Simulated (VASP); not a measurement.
Runs of VASP 6.6.1 on BN. The structure is hexagonal, space group P6_3mc (No. 186). Conventional cell: a = 2.536 Å, b = 2.536 Å, c = 4.199 Å, α = 90.00°, β = 90.00°, γ = 120.00°. Within 2.1 Å of B (site symmetry 3m) lie 4 N at 1.56 to 1.57 Å. Within 2.1 Å of N (site symmetry 3m) lie 4 B at 1.56 to 1.57 Å. 

```csv
k mesh,gap on the mesh (eV),pressure (GPa),largest force (eV/Å)
3 × 3 × 2,4.91,0.4,(b)
12 × 12 × 7,4.97,-1.5,0.06
10 × 10 × 5,(a),-1.5,0.06
5 × 5 × 3,5.78,-1.4,0.05
8 × 8 × 4,5.30,-1.5,0.06
6 × 6 × 3,4.97,-1.4,0.06
```

Alike in all rows: task single point; level PBEsol+D3(BJ); potentials or basis VASP PAW PBE potentials, release 64 (B, N); no spin polarisation; cell as given; cutoff (eV) 520; smearing gaussian 0.01 eV.

Q: Fill in the values left out.

A: (a) 5.17; (b) 0.19.

Caveats: some runs use coarse meshes; three body term missing; the PAW data sets were made with another functional, which shifts forces and pressure a little.

A k mesh can miss the band edges.
